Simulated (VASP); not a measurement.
A run of VASP 6.6.1 is set up as follows.

File INCAR:

```
SYSTEM = HgTe
  PREC = Accurate
  ENCUT = 600
  EDIFF = 1E-6
  ISMEAR = -1
  SIGMA = 0.05
  LREAL = .False.
  LASPH = .True.
  NELM = 100
  ALGO = Normal
  ISIF = 3
  LWAVE = .False.
  LCHARG = .False.
  GGA = RE
  IVDW = 13
  IBRION = 2
  NSW = 60
  EDIFFG = -0.01
```

KPOINTS

```
Automatic mesh
0
Gamma
  7 7 7
  0 0 0
```

POSCAR

```
HgTe
1.0
    0.0000000000      3.1800000000      3.1800000000
    3.1800000000      0.0000000000      3.1800000000
    3.1800000000      3.1800000000      0.0000000000
Hg Te
1 1
Direct
    0.0000000000      0.0000000000      0.0000000000
    0.5000000000      0.5000000000      0.5000000000
```

Potentials or basis: VASP PAW PBE potentials, release 64 (Hg, Te).

The run is started by

```console
$ cat potpaw_PBE.64/Hg/POTCAR potpaw_PBE.64/Te/POTCAR > POTCAR
$ mpirun -np 1 vasp_std > vasp.out
```

Task: Predict the relaxed volume.

Result: 27.36 Å³/atom.

Task: Predict the dispersion energy per atom.

Result: -0.784 eV.

Task: Estimate the space group after relaxing (to 0.05 Å).

Result: Fm-3m (No. 225).

Task: What does it give for the relaxed cell?

Result: a = 4.261 Å, b = 4.261 Å, c = 4.261 Å, α = 60.00°, β = 60.00°, γ = 60.00°.

Final structure:
```
Hg Te
1.0
     0.00000    3.01328    3.01328
     3.01328    0.00000    3.01328
     3.01328    3.01328    0.00000
Hg Te
1 1
Direct
  0.00000 0.00000 0.00000
  0.50000 0.50000 0.50000
```

Caveat: the PAW data sets were made with another functional, which shifts forces and pressure a little; the volume moved by -15 % from the deposited cell, more than functionals usually miss; pairwise dispersion overbinds metals, which lowers pressure and volume.
